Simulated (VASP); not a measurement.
Here is a VASP 6.6.1 calculation.

The input INCAR:

```
ALGO     = Fast           # electronic algorithm
EDIFF    = 1E-6           # SCF threshold, eV
ENCUT    = 520            # plane-wave cutoff, eV
GGA      = CA             # functional
ISIF     = 2              # what is computed and relaxed
ISMEAR   = 0              # smearing method
LASPH    = T              # aspherical terms in the spheres
LCHARG   = F              # write CHGCAR
LREAL    = F              # projectors in reciprocal space
LWAVE    = F              # write WAVECAR
NBANDS   = 18             # bands
NELM     = 100            # most SCF steps
PREC     = Accurate       # precision mode
SIGMA    = 0.1            # smearing width, eV
```

File KPOINTS:

```
k-points
0
Gamma
  14 10 10
```

The input POSCAR:

```
TiAl3
1.0
    2.7536828684      0.0000000000      0.0000000000
    0.0000000000      4.6317965615      0.0000000000
    0.0000000000      0.0000000000      4.8499606641
Ti Al
1 3
Direct
    0.0000000000      0.5000000000      0.1629609295
    0.5000000000      0.5000000000      0.6638172989
    0.5000000000      0.0000000000      0.3328264169
    0.0000000000      0.0000000000      0.8403943547
```

Potentials or basis: VASP PAW LDA potentials, release 64 (Ti_sv, Al).

Run with:

```bash
$ cat potpaw_LDA.64/Ti_sv/POTCAR potpaw_LDA.64/Al/POTCAR > POTCAR
$ mpirun -np 1 vasp_std > vasp.out
```

Predict the band gap on the k mesh.

zero (an odd number of electrons rules out a gap without spin polarisation).

What does it give for the largest force?

0.005 eV/Å.

Predict the pressure.

0.1 GPa.

Forces on the atoms (eV/Å):
```
Ti   0.000  0.000  0.000
Al   0.000  0.000 -0.002
Al   0.000  0.000  0.005
Al   0.000  0.000 -0.003
```
